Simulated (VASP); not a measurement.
CuSi16 (a cell with a defect), 17 atoms in the cell. The cell holds a defect, 17 atoms: a = 7.679 Å, b = 7.679 Å, c = 7.679 Å, α = 60.00°, β = 60.00°, γ = 60.00°. 

| Property | Result |
| --- | --- |
| Program | VASP 6.6.1 |
| Task | single point |
| Functional | PBEsol |
| Potentials or basis | VASP PAW PBE potentials, release 64 (Si, Cu) |
| Cutoff | 520 eV |
| k mesh | 2 × 2 × 2 |
| Occupations | gaussian, width 0.02 eV |
| Spin | no spin polarisation |
| Dipole correction | no |
| Charge | 1 |
| Further INCAR settings | LREAL = Auto; ALGO = Normal; EDIFF = 1e-07; NBANDS = 52; NELECT = 74.0 |

Potentials or basis: VASP PAW PBE potentials, release 64 (Si, Cu).

Run with:

```sh
$ cat potpaw_PBE.64/Si/POTCAR potpaw_PBE.64/Cu/POTCAR > POTCAR
$ mpirun -np 1 vasp_std > vasp.out
```

Hardware: 1 thread of Intel(R) Xeon(R) 6975P-C (Granite Rapids) (shared host).

Q: How long does it take, and how much memory?

A: It took 3.1 min on 1 thread of Intel(R) Xeon(R) 6975P-C (Granite Rapids), on a shared host, peak memory 0.48 GiB. Counts: scf iterations 20, k points 8.
